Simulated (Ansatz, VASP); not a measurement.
## Pt: VASP beside Ansatz

```
CELL_PARAMETERS angstrom
0.00000 1.96090 1.96090
1.96090 0.00000 1.96090
1.96090 1.96090 0.00000
ATOMIC_POSITIONS crystal
Pt 0.00000 0.00000 0.00000
```

Alike in both runs: task relaxation of cell and atoms; functional RPBE; k mesh 12 × 12 × 12; occupations fermi-dirac, width 0.1 eV; no spin polarisation.

|  | VASP | Ansatz |
| --- | --- | --- |
| version | VASP 6.6.1 | Ansatz 0.2.0 |
| potentials or method | VASP PAW PBE potentials, release 64 (Pt) | plane waves, PAW |
| plane-wave cutoff (eV) | 500 | 420 |
| valence electrons in the cell | 10 | 18 |

|  | VASP | Ansatz | Ansatz less VASP |
| --- | --- | --- | --- |
| relaxed volume (Å³/atom) | 15.92 | 15.94 | +0.025 |
| relaxed cell length with the largest relative difference (Å) | 2.824 | 2.825 | +0.0015 |

VASP's potentials were made for PBE, not for RPBE. VASP's potentials hold 10 valence electrons a cell and Ansatz's 18, so a difference there can come from the potentials and not from the codes.

Neither program's run includes spin-orbit coupling.
